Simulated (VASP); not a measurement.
Here is a VASP 6.6.1 calculation.

The input INCAR:

```
  PREC = Accurate
  ENCUT = 520
  EDIFF = 1E-7
  ISMEAR = 0
  SIGMA = 0.1
  LREAL = False
  LASPH = True
  NELM = 100
  ALGO = Normal
  ISIF = 2
  LWAVE = False
  LCHARG = True
  GGA = PE
  LELF = True
  LVHAR = True
  NBANDS = 30
```

File KPOINTS:

```
regular mesh
0
Gamma
  12 12 12
```

Contents of POSCAR:

```
Ga3P
1.0
    4.1892819689      0.0000000000      0.0000000000
    0.0000000000      4.1892819689      0.0000000000
    0.0000000000      0.0000000000      4.1892819689
Ga P
3 1
Direct
    0.0000000000      0.5000000000      0.5000000000
    0.5000000000      0.0000000000      0.5000000000
    0.5000000000      0.5000000000      0.0000000000
    0.0000000000      0.0000000000      0.0000000000
```

Potentials or basis: VASP PAW PBE potentials, release 64 (Ga_d, P).

Launch:

```sh
$ cat potpaw_PBE.64/Ga_d/POTCAR potpaw_PBE.64/P/POTCAR > POTCAR
$ mpirun -np 1 vasp_std > vasp.out
```

Question: Predict the pressure.

Answer: 0.0 GPa.

Question: What does it give for the band gap on the k mesh?

Answer: Zero (bands 22 and 23 overlap by 4.71 eV).
